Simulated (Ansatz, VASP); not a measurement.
## Sn2F: VASP beside Ansatz

```xyz
6
Lattice="5.4350 0.0000 0.0000 0.0000 5.4350 0.0000 0.0000 0.0000 5.4350" Properties=species:S:1:pos:R:3 pbc="T T T"
Sn    1.3587    1.3587    1.3587
Sn    1.3587    4.0762    4.0762
Sn    4.0762    4.0762    1.3587
Sn    4.0762    1.3587    4.0762
F     0.0000    0.0000    0.0000
F     2.7175    2.7175    2.7175
```

Alike in both runs: functional PBE; k mesh 8 × 8 × 8; occupations gaussian, width 0.1 eV; no spin polarisation.

Ansatz relaxed the structure, and its values are those at the end. VASP's run is a single point on that final structure, the one shown.

|  | VASP | Ansatz |
| --- | --- | --- |
| version | VASP 6.6.1 | Ansatz 0.2.0 |
| potentials or method | VASP PAW PBE potentials, release 64 (Sn_d, F), cutoff 520 eV | scalar-relativistic, plane waves, PAW |
| valence electrons in the cell | 70 | 70 |

|  | VASP | Ansatz | Ansatz less VASP |
| --- | --- | --- | --- |
| gap on the k mesh at the Fermi level (eV) | none | none | - |
| pressure (GPa) | 0.0 | 0.0 | +0.05 |

A gap of «none» marks a metal or a gap that the smearing closes.
